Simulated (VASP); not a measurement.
# Cd (P6_3/mmc) in VASP: a series of runs, part 2 of 2

VASP 6.6.1. Earlier steps stand in the parts before.

### Step 3. Single point, PBE+D3(BJ), non-collinear spin, zero start, spin-orbit coupling (22.88 Å³/atom)

This run uses another cell than the first one, of 22.88 Å³/atom.

Input file INCAR:

```
SYSTEM = Cd
PREC     = Accurate       ! precision mode
ENCUT    = 520            ! plane-wave cutoff, eV
EDIFF    = 1E-6           ! SCF threshold, eV
ISMEAR   = 1              ! smearing method
SIGMA    = 0.025          ! smearing width, eV
LREAL    = .False.        ! projectors in reciprocal space
LASPH    = .True.         ! aspherical terms in the spheres
NELM     = 150            ! most SCF steps
ALGO     = Fast           ! electronic algorithm
ISIF     = 2              ! what is computed and relaxed
LWAVE    = .False.        ! write WAVECAR
LCHARG   = .True.         ! write CHGCAR
MAGMOM   = 0 0 0 0 0 0    ! initial moments
LORBIT   = 11             ! projections on sites
LSORBIT  = .True.         ! spin-orbit coupling
GGA_COMPAT= .False.      
LORBMOM  = .True.       
GGA      = PE             ! functional
IVDW     = 12             ! dispersion correction
LVHAR    = .True.       
NBANDS   = 36             ! bands
```

Input file KPOINTS:

```
regular mesh
0
Gamma
  8 8 4
  0 0 0
```

Input file POSCAR:

```
Cd
1.0
    3.0372940483      0.0000000000      0.0000000000
   -1.5186470242      2.6303738046      0.0000000000
    0.0000000000      0.0000000000      5.7278279719
Cd
2
Direct
    0.6666666667      0.3333333333      0.7500000000
    0.3333333333      0.6666666667      0.2500000000
```

Potentials or basis: VASP PAW PBE potentials, release 64 (Cd).

Command:

```console
cat potpaw_PBE.64/Cd/POTCAR > POTCAR
mpirun -np 1 vasp_ncl > vasp.out
```

OUTCAR:

```text
SYSTEM = Cd
   PREC = Accurate
   ENCUT = 520
   EDIFF = 1E-6
   ISMEAR = 1
   LREAL = .False.
   LASPH = .True.
   NELM = 150
   ISIF = 2
   LORBIT = 11
   LSORBIT = .True.
   GGA = PE
   IVDW = 12
 IVDW          = 12

 ion  position               nearest neighbor table
   1  0.667  0.333  0.750-   2 3.36   2 3.36   2 3.36   2 3.36   2 3.36   2 3.36
   2  0.333  0.667  0.250-   1 3.36   1 3.36   1 3.36   1 3.36   1 3.36   1 3.36

  LATTYP: Found a hexagonal cell.
 ALAT       =     3.0372940483
 C/A-ratio  =     1.8858325473

  Lattice vectors:

 A1 = (   3.0372940483,   0.0000000000,   0.0000000000)
 A2 = (  -1.5186470242,   2.6303738046,   0.0000000000)
 A3 = (   0.0000000000,   0.0000000000,   5.7278279719)

Analysis of symmetry for initial positions (statically):
=====================================================================
 Subroutine PRICEL returns:
 Original cell was already a primitive cell.

 Routine SETGRP: Setting up the symmetry group for a
[... 1211 lines left out ...]
 l=   3
     0.0000000     0.0000000     0.0000000     0.0000000     0.0000000     0.0000000     0.0000000
     0.0000000     0.0000000     0.0000000     0.0000000     0.0000000     0.0000000     0.0000000
     0.0000000     0.0000000     0.0000000     0.0000000     0.0000000     0.0000000     0.0000000
     0.0000000     0.0000000     0.0000000     0.0000000     0.0000000     0.0000000     0.0000000
     0.0000000     0.0000000     0.0000000     0.0000000     0.0000000     0.0000000     0.0000000
     0.0000000     0.0000000     0.0000000     0.0000000     0.0000000     0.0000000     0.0000000
     0.0000000     0.0000000     0.0000000     0.0000000     0.0000000     0.0000000     0.0000000

 Ion:    2  E_soc:     -0.0582977
 l=   1
     0.0000000    -0.0024412    -0.0027737
    -0.0024412     0.0000000    -0.0024412
    -0.0027737    -0.0024412     0.0000000
 l=   2
     0.0000000    -0.0014470     0.0000000    -0.0014470    -0.0058036
    -0.0014470     0.0000000    -0.0042385    -0.0014243    -0.0014470
     0.0000000    -0.0042385     0.0000000    -0.0042385     0.0000000
    -0.0014470    -0.0014243    -0.0042385     0.0000000    -0.0014470
    -0.0058036    -0.0014470     0.0000000    -0.0014470     0.0000000
 l=   3
     0.0000000     0.0000000     0.0000000     0.0000000     0.0000000     0.0000000     0.0000000
     0.0000000     0.0000000     0.0000000     0.0000000     0.0000000     0.0000000     0.0000000
     0.0000000     0.0000000     0.0000000     0.0000000     0.0000000     0.0000000     0.0000000
     0.0000000     0.0000000     0.0000000     0.0000000     0.0000000     0.0000000     0.0000000
     0.0000000     0.0000000     0.0000000     0.0000000     0.0000000     0.0000000     0.0000000
     0.0000000     0.0000000     0.0000000     0.0000000     0.0000000     0.0000000     0.0000000
     0.0000000     0.0000000     0.0000000     0.0000000     0.0000000     0.0000000     0.0000000

 total charge

# of ion       s       p       d       tot
------------------------------------------
    1        0.530   0.278   9.487  10.295
    2        0.530   0.278   9.487  10.295
--------------------------------------------------
tot          1.060   0.556  18.975  20.591

 magnetization (x)

# of ion       s       p       d       tot
------------------------------------------
    1        0.000   0.000   0.000   0.000
    2        0.000  -0.000   0.000  -0.000
--------------------------------------------------
tot          0.000   0.000   0.000   0.000

 magnetization (y)

# of ion       s       p       d       tot
------------------------------------------
    1        0.000   0.000  -0.000  -0.000
    2        0.000  -0.000  -0.000  -0.000
--------------------------------------------------
tot          0.000  -0.000  -0.000  -0.000

 magnetization (z)

# of ion       s       p       d       tot
------------------------------------------
    1        0.000   0.000   0.000   0.000
    2        0.000   0.000   0.000   0.000
--------------------------------------------------
tot          0.000   0.000   0.000   0.000
```

OSZICAR:

```text
N       E                     dE             d eps       ncg     rms          rms(c)
DAV:   1     0.198594987671E+03    0.19859E+03   -0.12462E+04  2160   0.133E+03
DAV:   2     0.431942006958E+01   -0.19428E+03   -0.18260E+03  2240   0.370E+02
DAV:   3    -0.159904745508E+01   -0.59185E+01   -0.58837E+01  2528   0.734E+01
DAV:   4    -0.161664766747E+01   -0.17600E-01   -0.17587E-01  2364   0.385E+00
DAV:   5    -0.161670282933E+01   -0.55162E-04   -0.55162E-04  2364   0.190E-01    0.408E+00
RMM:   6    -0.153038781426E+01    0.86315E-01   -0.23273E-01  2186   0.458E+00    0.335E+00
RMM:   7    -0.152728012314E+01    0.31077E-02   -0.24032E-02  2261   0.116E+00    0.166E+00
RMM:   8    -0.152781577558E+01   -0.53565E-03   -0.40654E-03  2277   0.884E-01    0.322E-01
RMM:   9    -0.152786845191E+01   -0.52676E-04   -0.17826E-04  2345   0.142E-01    0.469E-02
RMM:  10    -0.152793289526E+01   -0.64443E-04   -0.46193E-05  2309   0.823E-02    0.113E-02
RMM:  11    -0.152793930623E+01   -0.64110E-05   -0.63834E-06  2370   0.254E-02    0.407E-03
RMM:  12    -0.152793934159E+01   -0.35364E-07   -0.30084E-07  1542   0.698E-03
   1 F= -.23646911E+01 E0= -.23645344E+01  d E =-.470100E-03  mag=    -0.0000    -0.0000     0.0000
```

Wall time 57 s (1 thread of Intel Xeon 6975P-C (Granite Rapids), shared host); peak memory 0.31 GiB.

Results:

```yaml
Free_energy: -2.3647 eV
Pressure: -2.6 GPa
Net_moment: 0.00 μB per cell
Valence_electrons_inside_the_program's_atomic_spheres: Cd 10.29
Dispersion_energy_per_atom: -0.418 eV
```

Stress tensor (GPa, compression positive):
```
-1.77  0.00  0.00
 0.00 -1.77  0.00
 0.00  0.00 -4.26
```

Moments on the atoms (μB; x, y, z):
```
Cd  0.00 0.00 0.00
Cd  0.00 0.00 0.00
```

Caveat: three body term missing.

### Step 4. Relaxation of cell and atoms, RPBE, collinear spin

Input file INCAR:

```
SYSTEM = Cd
ALGO = Normal ; EDIFF = 1E-6
EDIFFG = -0.005 ; ENCUT = 600
GGA = RP ; IBRION = 2
ISIF = 3 ; ISMEAR = 0
ISPIN = 2 ; LASPH = .True.
LCHARG = .False. ; LORBIT = 11
LREAL = .False. ; LWAVE = .False.
MAGMOM = 0.5 -0.5 ; NELM = 150
NSW = 80 ; PREC = Accurate
SIGMA = 0.05
```

Input file KPOINTS:

```
k-points
0
Gamma
  10 10 5
  0 0 0
```

Input file POSCAR:

```
Cd
1.0
    2.9788700000      0.0000000000      0.0000000000
   -1.4894350000      2.5797770946      0.0000000000
    0.0000000000      0.0000000000      5.6176500000
Cd
2
Direct
    0.6666666667      0.3333333333      0.7500000000
    0.3333333333      0.6666666667      0.2500000000
```

Command:

```console
cat potpaw_PBE.64/Cd/POTCAR > POTCAR
mpirun -np 1 vasp_std > vasp.out
```

Run time: 2.8 min. Hardware: 1 thread of Intel Xeon 6975P-C (Granite Rapids), shared host; peak memory 0.21 GiB.

The run converged. Its results:

```
Free energy                                           : -0.7213 eV
Relaxed volume                                        : 24.21 Å³/atom
Relaxed cell                                          : a = 3.103 Å, b = 3.103 Å, c = 5.806 Å, α = 90.00°, β = 90.00°, γ = 120.00°
Space group after relaxing (to 0.1 Å)                 : P6_3/mmc (No. 194)
Energy gained by relaxing                             : 41.5 meV/atom
Ionic steps                                           : 14
Pressure after relaxing                               : 0.0 GPa
Band gap on the k mesh                                : zero (filled and empty bands overlap)
Net moment                                            : 0.00 μB per cell
Valence electrons inside the program's atomic spheres : Cd 10.27
```

Step by step:
| step | energy change (eV) | largest force (eV/Å) | pressure (GPa) | volume (Å³) |
| --- | --- | --- | --- | --- |
| 1 | 0.0000 | 0.0000 | 5.79 | 43.17 |
| 2 | -0.0825 | 0.0000 | 0.11 | 48.22 |
| 3 | -0.0825 | 0.0000 | 0.08 | 48.31 |
| 4 | -0.0829 | 0.0000 | -0.02 | 48.38 |
| 5 | -0.0829 | 0.0000 | -0.06 | 48.43 |
| 6 | -0.0830 | 0.0000 | -0.10 | 48.51 |
| 7 | -0.0830 | 0.0000 | 0.03 | 48.47 |
| 8 | -0.0830 | 0.0000 | -0.08 | 48.49 |
| 9 | -0.0830 | 0.0000 | -0.03 | 48.48 |
| 10 | -0.0830 | 0.0000 | -0.03 | 48.48 |
| 11 | -0.0830 | 0.0000 | -0.04 | 48.44 |
| 12 | -0.0830 | 0.0000 | 0.05 | 48.31 |
| 13 | -0.0830 | 0.0000 | 0.04 | 48.39 |
| 14 | -0.0830 | 0.0000 | 0.01 | 48.41 |

Final structure:
```xyz
2
Lattice="3.1030 0.0000 0.0000 -1.5515 2.6873 0.0000 0.0000 0.0000 5.8059" Properties=species:S:1:pos:R:3 pbc="T T T"
Cd    1.5515    0.8958    4.3544
Cd    0.0000    1.7915    1.4515
```

Levels at points of the mesh, in eV from the Fermi level:
Spin up:
```
           k point  band 10  band 11  band 12  band 13  band 14  band 15
(0.00, 0.00, 0.00)    -8.43    -8.08    -2.97    -2.50    10.11    13.60
(0.50, 0.00, 0.00)    -8.20    -2.04    -1.82     1.86     2.66     2.96
```
Spin down:
| k point | band 8 | band 9 | band 10 | band 11 | band 12 | band 13 | band 14 | band 15 | band 16 |
| --- | --- | --- | --- | --- | --- | --- | --- | --- | --- |
| (0.00, 0.00, 0.00) | -8.63 | -8.43 | -8.43 | -8.08 | -2.97 | -2.50 | 10.11 | 13.60 | 13.60 |
| (0.50, 0.00, 0.00) | -8.45 | -8.22 | -8.20 | -2.04 | -1.82 | 1.86 | 2.66 | 2.96 | 4.95 |

Caveat: the PAW data sets were made with another functional, which shifts forces and pressure a little. Zero-point motion and thermal expansion aren't in these numbers.

### Step 5. Single point, LDA

This run uses another cell than the first one, of 22.45 Å³/atom.

Input file INCAR:

```
SYSTEM = Cd
PREC = Accurate
ENCUT = 630
EDIFF = 1E-6
ISMEAR = -1
SIGMA = 0.05
LREAL = .False.
LASPH = .True.
NELM = 120
ALGO = Normal
ISIF = 2
LWAVE = .False.
LCHARG = .False.
NBANDS = 27
GGA_COMPAT = .False.
```

Input file KPOINTS:

```
regular mesh
0
Gamma
  10 10 5
  0 0 0
```

Input file POSCAR:

```
Cd
1.0
    3.0180701533      0.0000000000      0.0000000000
   -1.5090350766      2.6137254232      0.0000000000
    0.0000000000      0.0000000000      5.6915749249
Cd
2
Direct
    0.6666666667      0.3333333333      0.7500000000
    0.3333333333      0.6666666667      0.2500000000
```

Potentials or basis: VASP PAW LDA potentials, release 64 (Cd_sv_GW).

Command:

```console
cat potpaw_LDA.64/Cd_sv_GW/POTCAR > POTCAR
mpirun -np 1 vasp_std > vasp.out
```

OUTCAR:

```text
SYSTEM = Cd
   PREC = Accurate
   ENCUT = 630
   EDIFF = 1E-6
   ISMEAR = -1
   LREAL = .False.
   LASPH = .True.
   NELM = 120
   ISIF = 2

 ion  position               nearest neighbor table
   1  0.667  0.333  0.750-
   2  0.333  0.667  0.250-

  LATTYP: Found a hexagonal cell.
 ALAT       =     3.0180701533
 C/A-ratio  =     1.8858325472

  Lattice vectors:

 A1 = (   3.0180701533,   0.0000000000,   0.0000000000)
 A2 = (  -1.5090350766,   2.6137254232,   0.0000000000)
 A3 = (   0.0000000000,   0.0000000000,   5.6915749249)

Analysis of symmetry for initial positions (statically):
=====================================================================
 Subroutine PRICEL returns:
 Original cell was already a primitive cell.

 Routine SETGRP: Setting up the symmetry group for a
 hexagonal supercell.

 Subroutine GETGRP returns: Found 24 space group operations
 (whereof 12 operations were pure point group operations)
 out of a pool of 24 trial point group operations.

The static configuration has the point symmetry D_3d.
[... 159 lines left out ...]
  free energy    TOTEN  =        -2.98466323 eV

  energy without entropy =       -2.98268247  energy(sigma->0) =       -2.98367285

 E-fermi :   5.6405     XC(G=0): -11.4558

 val. band max:        5.4152410948   @ k =   0.1000   0.0000   0.2000
 cond. band min:       5.6744380524   @ k =   0.4000   0.0000   0.0000
 fundamental gap:      0.2591969576
 Fermi energy:         5.6404860052

 k-point     1 :       0.0000    0.0000    0.0000
  band No.  band energies     occupation
      1     -96.6177      2.00000
      2     -96.6168      2.00000
      3     -57.9976      2.00000
      4     -57.9811      2.00000
      5     -57.9596      2.00000
      6     -57.9596      2.00000
[... 709 lines left out ...]
     26      15.3631      0.00000
     27      18.5570      0.00000

 [... further k-points ...]

------------------------ aborting loop because EDIFF is reached ----------------------------------------

  FORCE on cell =-STRESS in cart. coord.  units (eV):
  Direction    XX          YY          ZZ          XY          YZ          ZX
  --------------------------------------------------------------------------------------
  -------------------------------------------------------------------------------------
  Total       -1.8650809     -1.8650809     -1.4961769     -0.0000000      0.0000000     -0.0000000
  in kB      -66.5558930    -66.5558930    -53.3914575     -0.0000000      0.0000000     -0.0000000
  external PRESSURE =     -62.1677478 kB  Pullay stress =       0.0000000 kB

 VOLUME and BASIS-vectors are now :
 -----------------------------------------------------------------------------
  energy-cutoff  :      630.00
  volume of cell :       44.90
      direct lattice vectors                 reciprocal lattice vectors
     3.018070153  0.000000000  0.000000000     0.331337560  0.191297829  0.000000000
    -1.509035077  2.613725423  0.000000000     0.000000000  0.382595659  0.000000000
     0.000000000  0.000000000  5.691574925     0.000000000  0.000000000  0.175698293

 POSITION                                       TOTAL-FORCE (eV/Angst)
 -----------------------------------------------------------------------------------
      1.50904      0.87124      4.26868        -0.000000     -0.000000      0.000000
     -0.00000      1.74248      1.42289         0.000000      0.000000      0.000000
 -----------------------------------------------------------------------------------
    total drift:                                0.000000     -0.000000      0.000000

  FREE ENERGIE OF THE ION-ELECTRON SYSTEM (eV)
  ---------------------------------------------------
  free  energy   TOTEN  =        -2.9846632344 eV

  energy  without entropy=       -2.9826824713  energy(sigma->0) =       -2.98367285
```

stdout:

```text
POSCAR found type information on POSCAR Cd
 POSCAR found :  1 types and       2 ions
 scaLAPACK will be used
 LDA part: xc-table for (Slater(with rela. corr.)+CA(PZ))
 , standard interpolation
 POSCAR, INCAR and KPOINTS ok, starting setup
 FFT: planning ... GRIDC
 FFT: planning ... GRID_SOFT
 FFT: planning ... GRID
 WAVECAR not read
 entering main loop
```

Wall time 28 s (1 thread of Intel Xeon 6975P-C (Granite Rapids), shared host); peak memory 0.2 GiB.

Results:

- Free energy: -2.9847 eV
- Pressure: -6.2 GPa
- Band gap on the k mesh: zero (bands 20 and 21 overlap by 3.80 eV)

Stress tensor (GPa, compression positive):
```
-6.66  0.00  0.00
 0.00 -6.66  0.00
 0.00  0.00 -5.34
```

Caveat: the cell stands under tension.

### Step 6. Single point, LDA

This run uses another cell than the first one, of 21.15 Å³/atom.

Input file INCAR:

```
ALGO     = Normal         # electronic algorithm
EDIFF    = 1E-6           # SCF threshold, eV
ENCUT    = 630            # plane-wave cutoff, eV
GGA_COMPAT= F            
ISIF     = 2              # what is computed and relaxed
ISMEAR   = -1             # smearing method
LASPH    = T              # aspherical terms in the spheres
LCHARG   = F              # write CHGCAR
LREAL    = F              # projectors in reciprocal space
LWAVE    = F              # write WAVECAR
NBANDS   = 27             # bands
NELM     = 120            # most SCF steps
PREC     = Accurate       # precision mode
SIGMA    = 0.05           # smearing width, eV
```

Input file KPOINTS:

```
k-points
0
Gamma
  10 10 5
```

Input file POSCAR:

```
Cd
1.0
    2.9588769815      0.0000000000      0.0000000000
   -1.4794384907      2.5624626327      0.0000000000
    0.0000000000      0.0000000000      5.5799465150
Cd
2
Direct
    0.6666666667      0.3333333333      0.7500000000
    0.3333333333      0.6666666667      0.2500000000
```

Potentials or basis: VASP PAW LDA potentials, release 64 (Cd_sv_GW).

Command:

```console
cat potpaw_LDA.64/Cd_sv_GW/POTCAR > POTCAR
mpirun -np 1 vasp_std > vasp.out
```

Run time: 43 s. Hardware: 1 thread of Intel Xeon Platinum 8259CL at 2.50GHz (Skylake/Cascade Lake), shared host; peak memory 0.2 GiB.

Results (log left out):

```
Free energy            : -3.0596 eV
Pressure               : -3.5 GPa
Band gap on the k mesh : zero (bands 20 and 21 overlap by 4.07 eV)
```

Levels at points of the mesh, in eV from the Fermi level:
```tsv
k point	band 18	band 19	band 20	band 21	band 22	band 23
(0.00, 0.00, 0.00)	-8.28	-8.28	-2.98	-2.91	10.54	14.01
(0.50, 0.00, 0.00)	-7.98	-2.25	-1.72	2.09	3.15	3.34
```

Caveat: the cell stands under tension.

### Step 7. Summary

```csv
task,level,potentials or basis,spin,cell,k mesh,cutoff (eV),smearing,gap on the mesh (eV),pressure (GPa),moment (μB)
single point,PBEsol,"VASP PAW PBE potentials, release 64 (Cd)","non-collinear, zero start, SOC","a = 2.979, b = 2.979, c = 5.618 Å, angles 90.0, 90.0, 120.0°, 2 atoms",10 × 10 × 5,500,fermi-dirac 0.05 eV,-,-1.3,0.00
single point,PBE+D3(BJ),"VASP PAW PBE potentials, release 64 (Cd)","non-collinear, zero start, SOC","a = 3.037, b = 3.037, c = 5.728 Å, angles 90.0, 90.0, 120.0°, 2 atoms",8 × 8 × 4,520,methfessel-paxton 0.025 eV,-,-2.6,0.00
relaxation of cell and atoms,RPBE,"VASP PAW PBE potentials, release 64 (Cd)",collinear,"relaxed from a = 2.979, b = 2.979, c = 5.618 Å, angles 90.0, 90.0, 120.0°, 2 atoms",10 × 10 × 5,600,gaussian 0.05 eV,none,0.0,0.00
single point,LDA,"VASP PAW LDA potentials, release 64 (Cd_sv_GW)",off,"a = 3.018, b = 3.018, c = 5.692 Å, angles 90.0, 90.0, 120.0°, 2 atoms",10 × 10 × 5,630,fermi-dirac 0.05 eV,none,-6.2,-
single point,LDA,"VASP PAW LDA potentials, release 64 (Cd_sv_GW)",off,"a = 2.959, b = 2.959, c = 5.580 Å, angles 90.0, 90.0, 120.0°, 2 atoms",10 × 10 × 5,630,fermi-dirac 0.05 eV,none,-3.5,-
```

Caveats: the PAW data sets were made with another functional, which shifts forces and pressure a little (at least some runs); the cell stands under tension (at least some runs); three body term missing (at least some runs).

Absolute energies hang on the potentials; compare differences alone.

The gap in the log of VASP goes by the Fermi energy; the results here count the filled bands.